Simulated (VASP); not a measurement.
# GaC3 (P1) in VASP: single point with PBE

Aim: the single point of GaC3 with PBE.

Everything below comes from runs of VASP 6.6.1. Logs are shortened: lines on timing, memory, paths and dates and some standing lists are left out, and cuts for length are marked.

### 1 The cell of the first run

The typed cell holds 4 atoms: a = 3.452 Å, b = 3.380 Å, c = 3.325 Å, α = 88.88°, β = 89.49°, γ = 88.30°.

### 2 Single point, PBE (atoms moved at random and the cell strained at random)

Input file INCAR:

```
SYSTEM = GaC3
PREC = Accurate ; ENCUT = 520
EDIFF = 1E-6 ; ISMEAR = 0
SIGMA = 0.1 ; LREAL = .FALSE.
LASPH = .TRUE. ; NELM = 60
ALGO = Normal ; ISIF = 2
LWAVE = .FALSE. ; LCHARG = .FALSE.
GGA = PE ; NBANDS = 20
```

Input file KPOINTS:

```
Automatic mesh
0
G
  10 12 12
  0 0 0
```

Input file POSCAR:

```
GaC3
1.0
    3.4520378148      0.0507135254      0.0147361291
    0.0507135254      3.3799170748      0.0326584483
    0.0147361291      0.0326584483      3.3250548643
Ga C
1 3
Direct
    0.0435710352     -0.0077012355     -0.0031033930
   -0.0539417912      0.5050980009      0.3975337969
    0.5147486493     -0.0258184220      0.5505883189
    0.4956221068      0.5284216565      0.0549782642
```

Potentials or basis: VASP PAW PBE potentials, release 64 (Ga_d, C).

Started as:

```
> cat potpaw_PBE.64/Ga_d/POTCAR potpaw_PBE.64/C/POTCAR > POTCAR
> mpirun -np 1 vasp_std > vasp.out
```

OUTCAR:

```text
SYSTEM = GaC3
   PREC = Accurate
   ENCUT = 520
   EDIFF = 1E-6
   ISMEAR = 0
   LREAL = .FALSE.
   LASPH = .TRUE.
   NELM = 60
   ISIF = 2
   GGA = PE

 ion  position               nearest neighbor table
   1  0.044  0.992  0.997-   2 2.13   4 2.19   3 2.19   2 2.22   3 2.37   4 2.44   3 2.47
   2  0.946  0.505  0.398-   4 1.93   1 2.13   1 2.22
   3  0.515  0.974  0.551-   1 2.19   1 2.37   1 2.47
   4  0.496  0.528  0.055-   2 1.93   1 2.19   1 2.44

  LATTYP: Found a triclinic cell.
 ALAT       =     3.3804552753
 B/A-ratio  =     1.0212949075
 C/A-ratio  =     0.9836686560
 COS(alpha) =     0.0088434103
 COS(beta)  =     0.0195466771
 COS(gamma) =     0.0297282993

  Lattice vectors:

 A1 = (  -0.0507135254,  -3.3799170748,  -0.0326584483)
 A2 = (  -3.4520378148,  -0.0507135254,  -0.0147361291)
 A3 = (  -0.0147361291,  -0.0326584483,  -3.3250548643)

Analysis of symmetry for initial positions (statically):
=====================================================================
 Subroutine PRICEL returns:
 Original cell was already a primitive cell.

 Routine SETGRP: Setting up the symmetry group for a
 triclinic supercell.

 Subroutine GETGRP returns: Found  1 space group operations
 (whereof  1 operations were pure point group operations)
 out of a pool of  2 trial point group operations.

The static configuration has the point symmetry C_1 .

Analysis of symmetry for dynamics (positions and initial velocities):
=====================================================================
 Subroutine PRICEL returns:
 Original cell was already a primitive cell.

 Routine SETGRP: Setting up the symmetry group for a
 triclinic supercell.

 Subroutine GETGRP returns: Found  1 space group operations
 (whereof  1 operations were pure point group operations)
 out of a pool of  2 trial point group operations.

The dynamic configuration has the point symmetry C_1 .

 Subroutine INISYM returns: Found  1 space group operations
 (whereof  1 operations are pure point group operations),
 and found     1 'primitive' translations

----------------------------------------------------------------------------------------

                                     Primitive cell

  volume of cell :      38.7825

  direct lattice vectors                    reciprocal lattice vectors
     3.452037815  0.050713525  0.014736129     0.289752958 -0.004335564 -0.001241557
     0.050713525  3.379917075  0.032658448    -0.004335564  0.295958201 -0.002887665
     0.014736129  0.032658448  3.325054864    -0.001241557 -0.002887665  0.300780782

  length of vectors
     3.452441758  3.380455275  3.325247897     0.289788052  0.296004042  0.300797206

  position of ions in fractional coordinates (direct lattice)
     0.043571035  0.992298764  0.996896607
     0.946058209  0.505098001  0.397533797
     0.514748649  0.974181578  0.550588319
     0.495622107  0.528421657  0.054978264

  ion indices of the primitive-cell ions
   primitive index   ion index
                 1           1
                 2           2
                 3           3
                 4           4

----------------------------------------------------------------------------------------

 KPOINTS: Automatic mesh

Automatic generation of k-mesh.
 Grid dimensions read from file:
 generate k-points for:   10   12   12

 Generating k-lattice:

  Cartesian coordinates                     Fractional coordinates (reciprocal lattice)
     0.028975296 -0.000433556 -0.000124156     0.100000000 -0.000000000 -0.000000000
    -0.000361297  0.024663183 -0.000240639    -0.000000000  0.083333333 -0.000000000
    -0.000103463 -0.000240639  0.025065065    -0.000000000 -0.000000000  0.083333333

  Length of vectors
     0.028978805  0.024667003  0.025066434

  Shift w.r.t. Gamma in fractional coordinates (k-lattice)
     0.000000000  0.000000000  0.000000000

 Subroutine IBZKPT returns following result:
 ===========================================

 Found    724 irreducible k-points:

 Following reciprocal coordinates:
            Coordinates               Weight
  0.000000  0.000000  0.000000      1.000000
  0.100000 -0.000000  0.000000      2.000000
  0.200000 -0.000000  0.000000      2.000000
  0.300000 -0.000000  0.000000      2.000000
  0.400000 -0.000000  0.000000      2.000000
  0.500000  0.000000  0.000000      1.000000
[... 16 lines left out ...]
 -0.400000  0.166667 -0.000000      2.000000
 -0.300000  0.166667  0.000000      2.000000
 [... further k-points ...]
   k-points           NKPTS =    724   k-points in BZ     NKDIM =    724   number of bands    NBANDS=     20
   number of dos      NEDOS =    301   number of ions     NIONS =      4
   total plane-waves  NPLWV =  21952
   dimension x,y,z NGX =    28 NGY =   28 NGZ =   28
   dimension x,y,z NGXF=    56 NGYF=   56 NGZF=   56
   ions per type =               1   3
   NGX,Y,Z   is equivalent  to a cutoff of  13.48, 13.77, 14.00 a.u.
   NGXF,Y,Z  is equivalent  to a cutoff of  26.97, 27.54, 28.00 a.u.
 SYSTEM =  GaC3
   PREC   = accura    normal or accurate (medium, high low for compatibility)
   ISTART =      0    job   : 0-new  1-cont  2-samecut
   ICHARG =      2    charge: 1-file 2-atom 10-const
   ISPIN  =      1    spin polarized calculation?
   LNONCOLLINEAR =      F non collinear calculations
   LSORBIT =      F    spin-orbit coupling
   LASPH  =      T    aspherical Exc in radial PAW
   ENCUT  =  520.0 eV  38.22 Ry    6.18 a.u.   6.42  6.29  6.18*2*pi/ulx,y,z
   NELM   =     60;   NELMIN=  2; NELMDL= -5     # of ELM steps
   EDIFF  = 0.1E-05   stopping-criterion for ELM
   LREAL  =      F    real-space projection
   EDIFFG = 0.1E-04   stopping-criterion for IOM
   NSW    =      0    number of steps for IOM
   IBRION =     -1    ionic relax: 0-MD 1-quasi-New 2-CG
   NFREE  =      0    steps in history (QN), initial steepest desc. (CG)
   ISIF   =      2    stress and relaxation
   ISYM   =      2    0-nonsym 1-usesym 2-fastsym
   POTIM  = 0.5000    time-step for ionic-motion
   TEBEG  =    0.0;   TEEND  =   0.0 temperature during run
   PSTRESS=    0.0 pullay stress
   NELECT =      25.0000    total number of electrons
   NUPDOWN=      -1.0000    fix difference up-down
   EMIN   =  10.00;   EMAX   =-10.00  energy-range for DOS
   EFERMI =   0.00;   METHOD = LEGACY
   ISMEAR =     0;   SIGMA  =   0.10  broadening in eV -4-tet -1-fermi 0-gaus
   EFERMI_NEDOS =   21; number of points for ismear=-14 and -15
   IALGO  =     38    algorithm
   IMIX   =      4    mixing-type and parameters
     AMIX     =   0.40;   BMIX     =  1.00
     AMIX_MAG =   1.60;   BMIX_MAG =  1.00
  volume/ion in A,a.u.               =       9.70        65.43
  Fermi-wavevector in a.u.,A,eV,Ry     =   1.414196  2.672443 27.210973  1.999950
  Thomas-Fermi vector in A             =   2.535763
   LORBIT       =      0    0 simple, 1 ext, 2 COOP (PROOUT), +10 PAW based schemes
   GGA     = PE    functional components
   LHFCALC =     F    Hartree Fock is set to
   AEXX    =    0.0000 exact exchange contribution
   IVDW    =     0    specifies the selected vdW correction
   LEPSILON=     F    determine dielectric tensor
   LRPA    =     F    only Hartree local field effects (RPA)
 non-spin polarized calculation
 Gauss-broadening in eV      SIGMA  =   0.10
  energy-cutoff  :      520.00
  volume of cell :       38.78
 maximum number of plane-waves:      1060
 NGX is ok and might be reduce to    28
   NGX = 13   NGY = 13   NGZ = 13

 number of electron      25.0000003 magnetization

 Free energy of the ion-electron system (eV)
  ---------------------------------------------------
  ext. energy  EPLUGINS =         0.00000000
  ---------------------------------------------------
  free energy    TOTEN  =       -18.61079621 eV

  energy without entropy =      -18.60125576  energy(sigma->0) =      -18.60602599

 E-fermi :   6.7150     XC(G=0): -12.1491

 val. band max:        6.7143943269   @ k =   0.3000  -0.1667   0.2500
 cond. band min:       6.7156200732   @ k =  -0.2000   0.3333   0.0000
 fundamental gap:      0.0012257463
 Fermi energy:         6.7149534506

 k-point     1 :       0.0000    0.0000    0.0000
  band No.  band energies     occupation
      1      -9.5861      2.00000
      2      -8.3875      2.00000
      3      -8.3193      2.00000
      4      -8.1998      2.00000
      5      -8.1774      2.00000
      6      -8.1727      2.00000
[... 12 lines left out ...]
     19      15.6328      0.00000
     20      17.5967      0.00000

 k-point     2 :       0.1000   -0.0000    0.0000
  band No.  band energies     occupation
      1      -9.4822      2.00000
      2      -8.3808      2.00000
      3      -8.3157      2.00000
      4      -8.2027      2.00000
      5      -8.1822      2.00000
      6      -8.1760      2.00000
[... 12 lines left out ...]
     19      15.7038      0.00000
     20      17.4474      0.00000

 k-point     3 :       0.2000   -0.0000    0.0000
  band No.  band energies     occupation
      1      -9.1789      2.00000
      2      -8.3615      2.00000
      3      -8.3051      2.00000
      4      -8.2122      2.00000
      5      -8.1947      2.00000
      6      -8.1779      2.00000
[... 12 lines left out ...]
     19      15.7562      0.00000
     20      16.9439      0.00000

 k-point     4 :       0.3000   -0.0000    0.0000
  band No.  band energies     occupation
      1      -8.7347      2.00000
      2      -8.3338      2.00000
      3      -8.2858      2.00000
      4      -8.2271      2.00000
      5      -8.1919      2.00000
      6      -8.1484      2.00000
[... 12 lines left out ...]
     19      15.6537      0.00000
     20      16.0978      0.00000

 k-point     5 :       0.4000   -0.0000    0.0000
  band No.  band energies     occupation
      1      -8.4541      2.00000
      2      -8.3192      2.00000
      3      -8.2715      2.00000
      4      -8.2406      2.00000
      5      -8.1861      2.00000
      6      -7.7798      2.00000
[... 12 lines left out ...]
     19      14.8648      0.00000
     20      15.7789      0.00000

 k-point     6 :       0.5000    0.0000    0.0000
  band No.  band energies     occupation
      1      -8.4106      2.00000
      2      -8.3179      2.00000
      3      -8.2707      2.00000
      4      -8.2450      2.00000
      5      -8.1852      2.00000
      6      -7.3194      2.00000
[... 12 lines left out ...]
     19      14.1573      0.00000
     20      15.7502      0.00000

 k-point     7 :       0.0000    0.0833    0.0000
  band No.  band energies     occupation
      1      -9.5139      2.00000
      2      -8.3825      2.00000
      3      -8.3173      2.00000
      4      -8.2040      2.00000
      5      -8.1811      2.00000
      6      -8.1712      2.00000
[... 12 lines left out ...]
     19      15.6560      0.00000
     20      17.5830      0.00000
[... 277 lines left out ...]
 k-point    20 :       0.3000    0.1667    0.0000
  band No.  band energies     occupation
      1      -8.6367      2.00000
      2      -8.3314      2.00000
      3      -8.2865      2.00000
      4      -8.2247      2.00000
      5      -8.2020      2.00000
      6      -7.9770      2.00000
[... 12 lines left out ...]
     19      15.3139      0.00000
     20      16.0321      0.00000

 k-point    21 :       0.4000    0.1667    0.0000
  band No.  band energies     occupation
      1      -8.4678      2.00000
      2      -8.3346      2.00000
      3      -8.2778      2.00000
      4      -8.2384      2.00000
      5      -8.1956      2.00000
      6      -7.4754      2.00000
[... 12 lines left out ...]
     19      14.9302      0.00000
     20      15.6264      0.00000

 k-point    22 :       0.5000    0.1667    0.0000
  band No.  band energies     occupation
      1      -8.4254      2.00000
      2      -8.3372      2.00000
      3      -8.2745      2.00000
      4      -8.2434      2.00000
      5      -8.1940      2.00000
      6      -6.9633      2.00000
[... 12 lines left out ...]
     19      14.8018      0.00000
     20      15.3912      0.00000

 k-point    23 :      -0.4000    0.1667   -0.0000
  band No.  band energies     occupation
      1      -8.4460      2.00000
      2      -8.3302      2.00000
      3      -8.2733      2.00000
      4      -8.2404      2.00000
      5      -8.1971      2.00000
      6      -7.4359      2.00000
[... 12 lines left out ...]
     19      15.1148      0.00000
     20      15.4880      0.00000

 k-point    24 :      -0.3000    0.1667    0.0000
  band No.  band energies     occupation
      1      -8.5758      2.00000
      2      -8.3236      2.00000
      3      -8.2769      2.00000
      4      -8.2331      2.00000
      5      -8.2042      2.00000
      6      -7.9890      2.00000
[... 12 lines left out ...]
     19      15.7054      0.00000
     20      15.8256      0.00000

 [... further k-points ...]

------------------------ aborting loop because EDIFF is reached ----------------------------------------

  FORCE on cell =-STRESS in cart. coord.  units (eV):
  Direction    XX          YY          ZZ          XY          YZ          ZX
  --------------------------------------------------------------------------------------
  -------------------------------------------------------------------------------------
  Total       -1.9379109      0.2272732     -2.4886660      0.6160427     -0.6108433     -2.3719661
  in kB      -80.0587173      9.3890805   -102.8114397     25.4498743    -25.2350755    -97.9903481
  external PRESSURE =     -57.8270255 kB  Pullay stress =       0.0000000 kB

 VOLUME and BASIS-vectors are now :
 -----------------------------------------------------------------------------
  energy-cutoff  :      520.00
  volume of cell :       38.78
      direct lattice vectors                 reciprocal lattice vectors
     3.452037815  0.050713525  0.014736129     0.289752958 -0.004335564 -0.001241557
     0.050713525  3.379917075  0.032658448    -0.004335564  0.295958201 -0.002887665
     0.014736129  0.032658448  3.325054864    -0.001241557 -0.002887665  0.300780782

 POSITION                                       TOTAL-FORCE (eV/Angst)
 -----------------------------------------------------------------------------------
      0.21542      3.38865      3.34778         0.123780      0.890966     -0.839570
      3.29730      1.76815      1.35226        -2.358026     -0.001785     -1.551576
      1.83445      3.33674      1.87014         1.014019     -1.204269      0.998521
      1.73851      1.81295      0.20737         1.220227      0.315088      1.392625
 -----------------------------------------------------------------------------------
    total drift:                                0.000402      0.000056      0.000164

  FREE ENERGIE OF THE ION-ELECTRON SYSTEM (eV)
  ---------------------------------------------------
  free  energy   TOTEN  =       -18.6107962125 eV

  energy  without entropy=      -18.6012557615  energy(sigma->0) =      -18.60602599
```

Run time: 8 min. Hardware: 1 thread of Intel Xeon 6975P-C, shared host; peak memory 0.57 GiB.

What came out:

```
Free energy   : -18.6108 eV
Pressure      : -5.8 GPa
Largest force : 2.823 eV/Å
```

Forces on the atoms (eV/Å):
```
Ga   0.124  0.891 -0.840
C   -2.358 -0.002 -1.552
C    1.014 -1.204  0.999
C    1.220  0.315  1.393
```

Caveat: the cell differs from its parent crystal (atoms moved at random and the cell strained at random); forces of over 1 eV/Å act on the atoms, so gaps and moduli don't describe the material at rest.
